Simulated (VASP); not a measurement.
# SrVO3 (Pm-3m) in VASP: a series of runs

The runs below take SrVO3 through single point, with PBEsol, LDA.

All numbers are computed with VASP 6.6.1; they aren't measurements. Logs are shortened: lines on timing, memory, paths and dates and some standing lists are left out, and cuts for length are marked.

## (1) The cell of the first run

Symmetry: Pm-3m, No. 221, cubic system. The conventional cell has a = 3.841 Å, b = 3.841 Å, c = 3.841 Å, α = 90.00°, β = 90.00°, γ = 90.00°. Sr (site symmetry m-3m) has 12 O at 2.72 Å and 8 V at 3.33 Å within 3.6 Å. V (site symmetry m-3m) has 6 O at 1.92 Å within 2.5 Å. Within 2.5 Å of O (site symmetry 4/mmm) lie 2 V at 1.92 Å.

## (2) Single point, PBEsol, non-collinear spin, typed start, spin-orbit coupling

File INCAR:

```
ALGO     = Normal         # electronic algorithm
EDIFF    = 1E-6           # SCF threshold, eV
ENCUT    = 520            # plane-wave cutoff, eV
GGA      = PS             # functional
GGA_COMPAT= False        
ISIF     = 2              # what is computed and relaxed
ISMEAR   = -1             # smearing method
LASPH    = True           # aspherical terms in the spheres
LCHARG   = False          # write CHGCAR
LMAXMIX  = 4              # l up to which the mixer works
LORBIT   = 11             # projections on sites
LORBMOM  = True         
LREAL    = False          # projectors in reciprocal space
LSORBIT  = True           # spin-orbit coupling
LWAVE    = False          # write WAVECAR
MAGMOM   = 0 0 0 0 0 2 0 0 0 0 0 0 0 0 0 # initial moments
NBANDS   = 56             # bands
NELM     = 150            # most SCF steps
PREC     = Accurate       # precision mode
SIGMA    = 0.05           # smearing width, eV
```

File KPOINTS:

```
k-points
0
Gamma
  7 7 7
```

File POSCAR:

```
SrVO3
1.0
    3.8409000000      0.0000000000      0.0000000000
    0.0000000000      3.8409000000      0.0000000000
    0.0000000000      0.0000000000      3.8409000000
Sr V O
1 1 3
Direct
    0.5000000000      0.5000000000      0.5000000000
    0.0000000000      0.0000000000      0.0000000000
    0.0000000000      0.0000000000      0.5000000000
    0.0000000000      0.5000000000      0.0000000000
    0.5000000000      0.0000000000      0.0000000000
```

Potentials or basis: VASP PAW PBE potentials, release 64 (Sr_sv, V_sv, O).

On the command line:

```bash
> cat potpaw_PBE.64/Sr_sv/POTCAR potpaw_PBE.64/V_sv/POTCAR potpaw_PBE.64/O/POTCAR > POTCAR
> mpirun -np 1 vasp_ncl > vasp.out
```

OUTCAR:

```text
EDIFF = 1E-6
   ENCUT = 520
   GGA = PS
   ISIF = 2
   ISMEAR = -1
   LASPH = True
   LORBIT = 11
   LREAL = False
   LSORBIT = True
   NELM = 150
   PREC = Accurate

 ion  position               nearest neighbor table
   1  0.500  0.500  0.500-   3 2.72   4 2.72   5 2.72   4 2.72   5 2.72   3 2.72   5 2.72   5 2.72
                             3 2.72   4 2.72   4 2.72   3 2.72   2 3.33   2 3.33   2 3.33   2 3.33
   2  0.000  0.000  0.000-   3 1.92   4 1.92   5 1.92   3 1.92   4 1.92   5 1.92   1 3.33   1 3.33
                             1 3.33   1 3.33   1 3.33   1 3.33   1 3.33   1 3.33
   3  0.000  0.000  0.500-   2 1.92   2 1.92   1 2.72   1 2.72   1 2.72   1 2.72
   4  0.000  0.500  0.000-   2 1.92   2 1.92   1 2.72   1 2.72   1 2.72   1 2.72
   5  0.500  0.000  0.000-   2 1.92   2 1.92   1 2.72   1 2.72   1 2.72   1 2.72

  LATTYP: Found a simple cubic cell.
 ALAT       =     3.8409000000

  Lattice vectors:

 A1 = (   3.8409000000,   0.0000000000,   0.0000000000)
 A2 = (   0.0000000000,   3.8409000000,   0.0000000000)
 A3 = (   0.0000000000,   0.0000000000,   3.8409000000)

Analysis of symmetry for initial positions (statically):
=====================================================================
 Subroutine PRICEL returns:
 Original cell was already a primitive cell.

 Routine SETGRP: Setting up the symmetry group for a
 simple cubic supercell.

 Subroutine GETGRP returns: Found 48 space group operations
 (whereof 48 operations were pure point group operations)
 out of a pool of 48 trial point group operations.

The static configuration has the point symmetry O_h .

Analysis of symmetry for dynamics (positions and initial velocities):
=====================================================================
 Subroutine PRICEL returns:
 Original cell was already a primitive cell.

 Routine SETGRP: Setting up the symmetry group for a
 simple cubic supercell.

 Subroutine GETGRP returns: Found 48 space group operations
 (whereof 48 operations were pure point group operations)
 out of a pool of 48 trial point group operations.

The dynamic configuration has the point symmetry O_h .

Analysis of structural, dynamic, and magnetic symmetry:
=====================================================================
 Subroutine PRICEL returns:
 Original cell was already a primitive cell.

 Routine SETGRP: Setting up the symmetry group for a
 simple cubic supercell.

 Subroutine GETGRP returns: Found  8 space group operations
 (whereof  8 operations were pure point group operations)
 out of a pool of 48 trial point group operations.

The overall configuration has the point symmetry C_4h.

 Subroutine INISYM returns: Found  8 space group operations
 (whereof  8 operations are pure point group operations),
 and found     1 'primitive' translations

----------------------------------------------------------------------------------------

                                     Primitive cell

  volume of cell :      56.6629

  direct lattice vectors                    reciprocal lattice vectors
     3.840900000  0.000000000  0.000000000     0.260355646  0.000000000  0.000000000
     0.000000000  3.840900000  0.000000000     0.000000000  0.260355646  0.000000000
     0.000000000  0.000000000  3.840900000     0.000000000  0.000000000  0.260355646

  length of vectors
     3.840900000  3.840900000  3.840900000     0.260355646  0.260355646  0.260355646

  position of ions in fractional coordinates (direct lattice)
     0.500000000  0.500000000  0.500000000
     0.000000000  0.000000000  0.000000000
     0.000000000  0.000000000  0.500000000
     0.000000000  0.500000000  0.000000000
     0.500000000  0.000000000  0.000000000

  ion indices of the primitive-cell ions
   primitive index   ion index
                 1           1
                 2           2
                 3           3
                 4           4
                 5           5

----------------------------------------------------------------------------------------

 KPOINTS: k-points

Automatic generation of k-mesh.
 Grid dimensions read from file:
 generate k-points for:    7    7    7

 Generating k-lattice:

  Cartesian coordinates                     Fractional coordinates (reciprocal lattice)
     0.037193664  0.000000000  0.000000000     0.142857143  0.000000000  0.000000000
     0.000000000  0.037193664  0.000000000     0.000000000  0.142857143  0.000000000
     0.000000000  0.000000000  0.037193664     0.000000000  0.000000000  0.142857143

  Length of vectors
     0.037193664  0.037193664  0.037193664

[... 86 lines left out ...]
 maximum number of plane-waves:      3102
 NGX is ok and might be reduce to    30
   NGX = 15   NGY = 15   NGZ = 15

 number of electron      41.0000024 magnetization       0.0000000      0.0000000      0.7653951

 number of electron      41.0000017 magnetization       0.0000000      0.0000000     -0.0103760

 number of electron      41.0000017 magnetization      -0.0000000     -0.0000000     -0.0018543

 number of electron      41.0000017 magnetization      -0.0000000      0.0000000     -0.0010871

 Free energy of the ion-electron system (eV)
  ---------------------------------------------------
  ext. energy  EPLUGINS =         0.00000000
  ---------------------------------------------------
  free energy    TOTEN  =       -41.49762810 eV

  energy without entropy =      -41.48597093  energy(sigma->0) =      -41.49179952

 E-fermi :   6.0536     XC(G=0): -11.8445

 val. band max:        6.0259127395   @ k =   0.1429   0.1429   0.4286
 cond. band min:       6.4430495625   @ k =   0.2857   0.2857   0.0000
 fundamental gap:      0.4171368230
 Fermi energy:         6.0535809806

 k-point     1 :       0.0000    0.0000    0.0000
  band No.  band energies     occupation
      1     -59.4414      1.00000
      2     -59.4401      1.00000
      3     -33.9411      1.00000
      4     -33.9407      1.00000
      5     -33.1234      1.00000
      6     -33.1230      1.00000
[... 1333 lines left out ...]
     52      12.3721      0.00000
     53      12.5961      0.00000

 [... further k-points ...]

 [bands above 53 left out]

------------------------ aborting loop because EDIFF is reached ----------------------------------------

  FORCE on cell =-STRESS in cart. coord.  units (eV):
  Direction    XX          YY          ZZ          XY          YZ          ZX
  --------------------------------------------------------------------------------------
  -------------------------------------------------------------------------------------
  Total       -1.3811452     -1.3811452     -1.3811468     -0.0000000      0.0000000      0.0000000
  in kB      -39.0526879    -39.0526879    -39.0527328     -0.0000008      0.0000000      0.0000000
  external PRESSURE =     -39.0527029 kB  Pullay stress =       0.0000000 kB

 VOLUME and BASIS-vectors are now :
 -----------------------------------------------------------------------------
  energy-cutoff  :      520.00
  volume of cell :       56.66
      direct lattice vectors                 reciprocal lattice vectors
     3.840900000  0.000000000  0.000000000     0.260355646  0.000000000  0.000000000
     0.000000000  3.840900000  0.000000000     0.000000000  0.260355646  0.000000000
     0.000000000  0.000000000  3.840900000     0.000000000  0.000000000  0.260355646

 POSITION                                       TOTAL-FORCE (eV/Angst)
 -----------------------------------------------------------------------------------
      1.92045      1.92045      1.92045         0.000000      0.000000      0.000000
      0.00000      0.00000      0.00000         0.000000      0.000000      0.000000
      0.00000      0.00000      1.92045         0.000000      0.000000      0.000000
      0.00000      1.92045      0.00000         0.000000      0.000000      0.000000
      1.92045      0.00000      0.00000         0.000000      0.000000      0.000000
 -----------------------------------------------------------------------------------
    total drift:                                0.000000     -0.000000     -0.000000

  FREE ENERGIE OF THE ION-ELECTRON SYSTEM (eV)
  ---------------------------------------------------
  free  energy   TOTEN  =       -41.4976280996 eV

  energy  without entropy=      -41.4859709329  energy(sigma->0) =      -41.49179952

 orbital moment (x)

 # of ion     p       d       tot
 ----------------------------------------
  1         0.000   0.000   0.000
  2         0.000  -0.000  -0.000
  3         0.000   0.000   0.000
  4         0.000   0.000   0.000
  5         0.000   0.000   0.000
 ----------------------------------------
            0.000  -0.000  -0.000

 orbital moment (y)

 # of ion     p       d       tot
 ----------------------------------------
  1        -0.000   0.000   0.000
  2         0.000  -0.000  -0.000
  3         0.000   0.000   0.000
  4         0.000   0.000   0.000
  5         0.000   0.000   0.000
 ----------------------------------------
           -0.000  -0.000  -0.000

 orbital moment (z)

 # of ion     p       d       tot
 ----------------------------------------
  1         0.000  -0.000  -0.000
  2         0.000   0.000   0.000
  3        -0.000   0.000  -0.000
  4        -0.000   0.000  -0.000
  5        -0.000   0.000  -0.000
 ----------------------------------------
           -0.000   0.000   0.000

 Spin-Orbit-Coupling matrix elements

 Ion:    1  E_soc:     -0.1759171
 l=   1
     0.0000000    -0.0292986    -0.0292986
    -0.0292986     0.0000000    -0.0292986
    -0.0292986    -0.0292986     0.0000000
 l=   2
     0.0000000    -0.0000048     0.0000000    -0.0000048    -0.0000161
    -0.0000048     0.0000000    -0.0000121    -0.0000048    -0.0000040
     0.0000000    -0.0000121     0.0000000    -0.0000121     0.0000000
    -0.0000048    -0.0000048    -0.0000121     0.0000000    -0.0000040
    -0.0000161    -0.0000040     0.0000000    -0.0000040     0.0000000
 l=   3
     0.0000000     0.0000000     0.0000000     0.0000000     0.0000000     0.0000000     0.0000000
     0.0000000     0.0000000     0.0000000     0.0000000     0.0000000     0.0000000     0.0000000
     0.0000000     0.0000000     0.0000000     0.0000000     0.0000000     0.0000000     0.0000000
     0.0000000     0.0000000     0.0000000     0.0000000     0.0000000     0.0000000     0.0000000
[... 69 lines left out ...]
 l=   2
     0.0000000     0.0000000     0.0000000     0.0000000     0.0000000
     0.0000000     0.0000000     0.0000000     0.0000000     0.0000000
     0.0000000     0.0000000     0.0000000     0.0000000     0.0000000
     0.0000000     0.0000000     0.0000000     0.0000000     0.0000000
     0.0000000     0.0000000     0.0000000     0.0000000     0.0000000
 l=   3
     0.0000000     0.0000000     0.0000000     0.0000000     0.0000000     0.0000000     0.0000000
     0.0000000     0.0000000     0.0000000     0.0000000     0.0000000     0.0000000     0.0000000
     0.0000000     0.0000000     0.0000000     0.0000000     0.0000000     0.0000000     0.0000000
     0.0000000     0.0000000     0.0000000     0.0000000     0.0000000     0.0000000     0.0000000
     0.0000000     0.0000000     0.0000000     0.0000000     0.0000000     0.0000000     0.0000000
     0.0000000     0.0000000     0.0000000     0.0000000     0.0000000     0.0000000     0.0000000
     0.0000000     0.0000000     0.0000000     0.0000000     0.0000000     0.0000000     0.0000000

 total charge

# of ion       s       p       d       tot
------------------------------------------
    1        1.998   5.787   0.223   8.008
    2        2.289   6.356   2.969  11.615
    3        1.559   3.460   0.000   5.019
    4        1.559   3.460   0.000   5.019
    5        1.559   3.460   0.000   5.019
--------------------------------------------------
tot          8.964  22.524   3.192  34.681

 magnetization (x)

# of ion       s       p       d       tot
------------------------------------------
    1        0.000   0.000   0.000   0.000
    2       -0.000   0.000   0.000   0.000
    3        0.000   0.000   0.000   0.000
    4        0.000   0.000   0.000   0.000
    5        0.000   0.000   0.000   0.000
--------------------------------------------------
tot         -0.000   0.000   0.000   0.000

 magnetization (y)

# of ion       s       p       d       tot
------------------------------------------
    1       -0.000  -0.000  -0.000  -0.000
    2       -0.000   0.000  -0.000  -0.000
    3       -0.000   0.000   0.000   0.000
    4        0.000  -0.000   0.000  -0.000
    5       -0.000  -0.000   0.000  -0.000
--------------------------------------------------
tot         -0.000   0.000  -0.000  -0.000

 magnetization (z)

# of ion       s       p       d       tot
------------------------------------------
    1        0.000   0.000  -0.000  -0.000
    2       -0.000  -0.000  -0.001  -0.001
    3        0.000   0.000   0.000   0.000
    4        0.000   0.000   0.000   0.000
    5        0.000   0.000   0.000   0.000
--------------------------------------------------
tot          0.000   0.000  -0.001  -0.001
```

Run time: 6.9 min. Hardware: 1 thread of Intel Xeon Platinum 8259CL at 2.50GHz (Skylake/Cascade Lake), shared host; peak memory 0.44 GiB.

What came out:

```yaml
Free_energy: -41.4976 eV
Pressure: -3.9 GPa
Net_moment: 0.00 μB per cell
Valence_electrons_inside_the_program's_atomic_spheres: Sr 8.01; V 11.62; O 5.02
```

Moments on the atoms (μB; x, y, z):
```
Sr  0.00 0.00 0.00
V   0.00 0.00 0.00
O   0.00 0.00 0.00
O   0.00 0.00 0.00
O   0.00 0.00 0.00
```

Caveat: the cell stands under tension; the PAW data sets were made with another functional, which shifts forces and pressure a little.

## (3) Single point, LDA, non-collinear spin, typed start, spin-orbit coupling

File INCAR:

```
SYSTEM = SrVO3
ALGO = Normal ; EDIFF = 1E-6
ENCUT = 600 ; GGA_COMPAT = .False.
ISIF = 2 ; ISMEAR = -1
LASPH = .True. ; LCHARG = .False.
LMAXMIX = 4 ; LORBIT = 11
LORBMOM = .True. ; LREAL = .False.
LSORBIT = .True. ; LWAVE = .False.
MAGMOM = 0 0 0 1.414 1.414 0 0 0 0 0 0 0 0 0 0 ; NBANDS = 56
NELM = 200 ; PREC = Accurate
SIGMA = 0.05
```

File KPOINTS:

```
k-points
0
Gamma
  5 5 5
  0 0 0
```

POSCAR is that of step 2.

Potentials or basis: VASP PAW LDA potentials, release 64 (Sr_sv, V_sv, O).

On the command line:

```bash
> cat potpaw_LDA.64/Sr_sv/POTCAR potpaw_LDA.64/V_sv/POTCAR potpaw_LDA.64/O/POTCAR > POTCAR
> mpirun -np 1 vasp_ncl > vasp.out
```

Wall time 13 min (1 thread of Intel Xeon 8259CL, shared host); peak memory 0.39 GiB.

Results (log left out):

```yaml
Free_energy: -43.6670 eV
Pressure: -9.0 GPa
Net_moment: 0.43 μB per cell
Valence_electrons_inside_the_program's_atomic_spheres: Sr 8.04; V 11.62; O 5.01
```

Moments on the atoms (μB; x, y, z):
```
Sr  0.00 0.00 0.00
V   0.27 0.27 0.00
O   0.00 0.00 0.00
O   0.00 0.00 0.00
O   0.00 0.00 0.00
```

Caveat: the cell stands under tension; a moment this small can come from the mesh or the smearing.
